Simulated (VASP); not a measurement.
Set up this calculation in VASP 6.6.1, as the native input.

```
Task                   : single point
Functional             : PBE
Potentials or basis    : VASP PAW PBE potentials, release 64 (Sn_d, O)
Cutoff                 : 520 eV
k mesh                 : 9 × 9 × 3
Occupations            : fermi-dirac, width 0.05 eV
Spin                   : no spin polarisation
Dipole correction      : no
Further INCAR settings : ALGO = Normal; EDIFF = 1e-07; NBANDS = 35
```

The structure of SnO2 lies in POSCAR:

```
SnO2
1.0
    3.2730880659      0.0000000000      0.0000000000
   -1.6365440330      2.8345774139      0.0000000000
    0.0000000000      0.0000000000     10.9325593628
Sn O
2 4
Direct
    0.0000000000      0.0000000000      0.0000000000
    0.0000000000      0.0000000000      0.5000000000
    0.3333333333      0.6666666667      0.9058620000
    0.3333333333      0.6666666667      0.5941380000
    0.6666666667      0.3333333333      0.0941380000
    0.6666666667      0.3333333333      0.4058620000
```

The input as run:

INCAR

```
ALGO = Normal
EDIFF = 1E-7
ENCUT = 520
GGA = PE
ISIF = 2
ISMEAR = -1
LASPH = True
LCHARG = True
LELF = True
LREAL = False
LVHAR = True
LWAVE = False
NBANDS = 35
NELM = 100
PREC = Accurate
SIGMA = 0.05
```

KPOINTS

```
k-points
0
Gamma
  9 9 3
```

Potentials or basis: VASP PAW PBE potentials, release 64 (Sn_d, O).

Command:

```sh
$ cat potpaw_PBE.64/Sn_d/POTCAR potpaw_PBE.64/O/POTCAR > POTCAR
$ mpirun -np 1 vasp_std > vasp.out
```

Results of the run:

* Pressure: -4.4 GPa
* Largest force: 0.435 eV/Å
* Band gap on the k mesh: 1.86 eV (least direct gap 2.20 eV)

Caveat: the cell stands under tension; spin-orbit coupling is left out, which moves the levels of the heavy elements.

Run time: 74 s on 1 thread of Intel(R) Xeon(R) Platinum 8259CL CPU @ 2.50GHz (Skylake/Cascade Lake) (shared host), peak memory 0.24 GiB.
